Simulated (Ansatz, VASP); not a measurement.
**One calculation of LiF, two programs**

```
Li F
1.0
     3.07745    0.00000    0.00000
    -1.53873    2.66515    0.00000
     0.00000    0.00000    5.05748
Li F
2 2
Cartesian
  0.0000 1.7768 1.8241
  1.5387 0.8884 4.3528
  0.0000 1.7768 5.0268
  1.5387 0.8884 2.4980
```

Alike in both runs: task single point; functional PBE; k mesh 9 × 9 × 6; occupations gaussian, width 0.05 eV; no spin polarisation.

|  | VASP | Ansatz |
| --- | --- | --- |
| version | VASP 6.6.1 | Ansatz 0.2.0 |
| potentials or method | VASP PAW PBE potentials, release 64 (Li_sv, F), cutoff 520 eV | scalar-relativistic, plane waves, PAW |
| valence electrons in the cell | 20 | 20 |

```csv
,VASP,Ansatz,Ansatz less VASP
gap on the k mesh at the Fermi level (eV),7.64,7.65,+0.011
least direct gap on the mesh (eV),7.64,7.65,+0.011
rms of the force components (eV/Å),0.099,0.096,-0.0023
```

Atom by atom the forces differ by 0.002 eV/Å (rms over components).

Noted on VASP's run: the cutoff is short for stress, so the pressure is rough.
